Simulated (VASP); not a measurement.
Here is a VASP 6.6.1 calculation.

Contents of INCAR:

```
SYSTEM = SnSe4
PREC     = Accurate       ! precision mode
ENCUT    = 520            ! plane-wave cutoff, eV
EDIFF    = 1E-7           ! SCF threshold, eV
ISMEAR   = 0              ! smearing method
SIGMA    = 0.05           ! smearing width, eV
LREAL    = .False.        ! projectors in reciprocal space
LASPH    = .True.         ! aspherical terms in the spheres
NELM     = 100            ! most SCF steps
ALGO     = Normal         ! electronic algorithm
ISIF     = 2              ! what is computed and relaxed
LWAVE    = .False.        ! write WAVECAR
LCHARG   = .False.        ! write CHGCAR
LDIPOL   = .True.       
IDIPOL   = 3            
DIPOL    = 0.5 0.5 0.500
GGA      = PS             ! functional
IBRION   = 2              ! ionic algorithm
NSW      = 80             ! ionic steps
EDIFFG   = -0.02          ! ionic threshold
```

The input KPOINTS:

```
Automatic mesh
0
Gamma
  9 9 1
  0 0 0
```

POSCAR

```
SnSe4
1.0
    3.8189235643      0.0000000000      0.0000000000
   -1.9094617822      3.3072848218      0.0000000000
    0.0000000000      0.0000000000     24.1191474567
Se Sn
4 1
Direct
    0.3333333333      0.6666666667      0.3109562647
    0.6666666667      0.3333333333      0.4342432228
    0.3333333333      0.6666666667      0.5657567772
    0.6666666667      0.3333333333      0.6890437353
    0.0000000000      0.0000000000      0.5000000000
```

Potentials or basis: VASP PAW PBE potentials, release 64 (Se, Sn_d).

The run is started by

```bash
$ cat potpaw_PBE.64/Se/POTCAR potpaw_PBE.64/Sn_d/POTCAR > POTCAR
$ mpirun -np 1 vasp_std > vasp.out
```

(1) Estimate the energy gained by relaxing.

(2) What does it give for the band gap on the k mesh?

Answers

(1) 406.6 meV/atom.

(2) 0.03 eV.

Caveat: semilocal functionals underestimate gaps, and a narrow one can read as zero; spin-orbit coupling is left out, which moves the levels of the heavy elements.
